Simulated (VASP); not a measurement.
ZnSe, 2 atoms in the cell. Symmetry: F-43m, No. 216, cubic system. Conventional cell: a = 5.668 Å, b = 5.668 Å, c = 5.668 Å, α = 90.00°, β = 90.00°, γ = 90.00°. Zn (site symmetry -43m) has 4 Se at 2.45 Å within 3.2 Å. Se (site symmetry -43m) has 4 Zn at 2.45 Å within 3.2 Å. 

* Program: VASP 6.6.1
* Task: single point
* Functional: LDA
* Potentials or basis: VASP PAW LDA potentials, release 64 (Zn, Se)
* Cutoff: 520 eV
* k mesh: 8 × 8 × 8
* Occupations: fermi-dirac, width 0.03 eV
* Spin: no spin polarisation
* Dipole correction: no
* Further INCAR settings: ALGO = Normal; EDIFF = 1e-07; NBANDS = 16

Potentials or basis: VASP PAW LDA potentials, release 64 (Zn, Se).

Command:

```console
$ cat potpaw_LDA.64/Zn/POTCAR potpaw_LDA.64/Se/POTCAR > POTCAR
$ mpirun -np 1 vasp_std > vasp.out
```

Hardware: 1 thread of Intel(R) Xeon(R) Platinum 8559C (Emerald Rapids), on a shared host.

Question: How long does it take, and how much memory?

Answer: It took 20 s on 1 thread of Intel(R) Xeon(R) Platinum 8559C (Emerald Rapids), with other jobs on the host, peak memory 0.16 GiB. Counts: scf iterations 13, k points 29.
